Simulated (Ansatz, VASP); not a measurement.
**HfC: VASP beside Ansatz**

File INCAR:

```
SYSTEM = HfC
ALGO = Normal
EDIFF = 1E-6
ENCUT = 520
GGA = PE
ISIF = 2
ISMEAR = -1
LASPH = .TRUE.
LCHARG = .FALSE.
LREAL = .FALSE.
LWAVE = .FALSE.
NBANDS = 14
NELM = 100
PREC = Accurate
SIGMA = 0.05
```

KPOINTS

```
k-points
0
G
  15 15 15
  0 0 0
```

POSCAR

```
HfC
1.0
    0.0000000000      2.3250000000      2.3482500000
    2.3250000000      0.0000000000      2.3482500000
    2.3250000000      2.3250000000      0.0000000000
Hf C
1 1
Direct
    0.5000000000      0.5000000000      0.5000000000
    0.0000000000      0.0000000000      0.0000000000
```

Input for Ansatz:

```yaml
crystal:
  lattice:
    - [0.0, 2.325, 2.34825]
    - [2.325, 0.0, 2.34825]
    - [2.325, 2.325, 0.0]
  atoms:
    - { symbol: Hf, position: [0.5, 0.5, 0.5] }
    - { symbol: C, position: [0.0, 0.0, 0.0] }
kpoints:
  mp_grid: { grid: [15, 15, 15] }
  band_path:
    path:
      - [0.0, 0.0, 0.0]
      - [0.0, 0.5, 0.5]
      - [0.25, 0.75, 0.5]
      - [0.0, 0.5, 0.0]
      - [0.0, 0.0, 0.0]
      - [0.5, 0.5, 0.0]
      - [0.3725370062, 0.6274629938, 0.0]
      - [-0.3725370062, 0.3725370062, 0.0]
      - [0.0, 0.0, 0.0]
    npoints: 5
scf:
  occupations: { method: fermi_dirac, width: 0.05 }
hamiltonian:
  xc: pbe
  pseudopotentials: { kind: all_electron, lapw: { basis_error: 0.001 } }
output:
  forces: true
  stress: true
  eigenvalues: true
```

Change from the starting cell: zz strain of +1 %.

Alike in both runs: task single point; functional PBE; k mesh 15 × 15 × 15; occupations fermi-dirac, width 0.05 eV; no spin polarisation.

```csv
,VASP,Ansatz
version,VASP 6.6.1,Ansatz 0.2.0
potentials or method,"VASP PAW PBE potentials, release 64 (Hf_pv, C), cutoff 520 eV","all-electron LAPW, scalar-relativistic"
```

```tsv
	VASP	Ansatz	Ansatz less VASP
pressure (GPa)	-2.7	-2.0	+0.74
traceless stress, the component that is largest in VASP (GPa)	-2.45	-2.41	+0.035
```

Ansatz ran all-electron here, and VASP with PAW potentials.

Neither program's run includes spin-orbit coupling.
